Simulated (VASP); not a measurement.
# La: single point with LDA

Crystal: La.

```xyz
1
Lattice="-1.9164 1.9164 1.9164 1.9164 -1.9164 1.9164 1.9164 1.9164 -1.9164" Properties=species:S:1:pos:R:3 pbc="T T T"
La    0.0000    0.0000    0.0000
```

This cell differs from its parent crystal: volume scaled by 0.85.

```json
{
  "Program": "VASP 6.6.1",
  "Task": "single point",
  "Functional": "LDA",
  "Potentials or basis": "VASP PAW LDA potentials, release 64 (La)",
  "Cutoff": "520 eV",
  "k mesh": "15 × 15 × 15",
  "Occupations": "fermi-dirac, width 0.08 eV",
  "Spin": "no spin polarisation",
  "Dipole correction": "no",
  "Further INCAR settings": "ALGO = Normal; EDIFF = 1e-06; NBANDS = 12"
}
```

```json
{"Pressure": "5.6 GPa"}
```

Levels at points of the mesh, in eV from the Fermi level:
```
           k point  band 3  band 4  band 5  band 6  band 7  band 8  band 9  band 10
(0.00, 0.00, 0.00)  -14.65  -14.65   -2.62    1.67    1.67    1.67    1.79     1.79
```

Wall time 49 s on 1 thread of Intel Xeon 6975P-C (shared host), peak memory 0.19 GiB.

Caveat: spin-orbit coupling is left out, which moves the levels of the heavy elements.
